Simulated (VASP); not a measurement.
YI:

```
CELL_PARAMETERS angstrom
3.95597 0.00000 0.00000
-1.97799 3.42597 0.00000
0.00000 0.00000 11.07948
ATOMIC_POSITIONS crystal
Y 0.66667 0.33333 0.62673
Y 0.33333 0.66667 0.37327
I 0.33333 0.66667 0.81998
I 0.66667 0.33333 0.18002
```

* Program: VASP 6.6.1
* Task: relaxation of cell and atoms
* Functional: PBEsol
* Potentials or basis: VASP PAW PBE potentials, release 64 (Y_sv, I)
* Cutoff: 600 eV
* k mesh: 7 × 7 × 2
* Occupations: fermi-dirac, width 0.02 eV
* Spin: no spin polarisation

At the start: pressure -1.9 GPa; volume 37.54 Å³/atom.

Question: Where does the relaxation end?

Answer: Over 26 steps the energy falls by 18.3 meV/atom and the volume is 34.14 Å³/atom (-9.0 %); space group P-3m1 (No. 164, to 0.1 Å) before and after.

Step by step:
```
step  energy change (eV)  largest force (eV/Å)  pressure (GPa)  volume (Å³)
   1              0.0000                0.2544           -1.94       150.16
   2             -0.0539                0.2390            0.54       140.51
   3             -0.0570                0.1440            0.03       142.23
   4             -0.0624                0.0797            0.02       141.81
   5             -0.0635                0.0417            0.01       141.53
   6             -0.0635                0.0430            0.01       141.52
   7             -0.0638                0.0330           -0.01       141.57
   8             -0.0644                0.0368           -0.09       141.71
   9             -0.0639                0.0854           -0.24       141.98
  10             -0.0644                0.0387           -0.13       141.79
  11             -0.0646                0.0429           -0.12       141.67
  12             -0.0651                0.0552           -0.07       141.34
  13             -0.0659                0.0800            0.03       140.67
  14             -0.0665                0.1285            0.23       139.34
  15             -0.0667                0.1276            0.23       139.28
  16             -0.0671                0.1248            0.23       139.10
  17             -0.0681                0.1193            0.23       138.74
  18             -0.0697                0.1067            0.23       138.02
  19             -0.0719                0.0865            0.23       136.58
  20             -0.0690                0.0477            0.31       133.70
  21             -0.0722                0.0791            0.25       135.95
  22             -0.0722                0.0746            0.26       135.64
  23             -0.0731                0.0422            0.07       136.26
  24             -0.0732                0.0253           -0.02       136.59
  25             -0.0732                0.0243           -0.03       136.61
  26             -0.0732                0.0178           -0.02       136.57
```

Final structure:
```
Y I
1.0
     3.85171    0.00000    0.00000
    -1.92586    3.33568    0.00000
     0.00000    0.00000   10.62999
Y I
2 2
Direct
  0.66667 0.33333 0.63349
  0.33333 0.66667 0.36651
  0.33333 0.66667 0.83283
  0.66667 0.33333 0.16717
```

Caveat: the PAW data sets were made with another functional, which shifts forces and pressure a little; this functional lacks dispersion, which binds layers or chains, so the pressure and a relaxed spacing across them are unreliable.
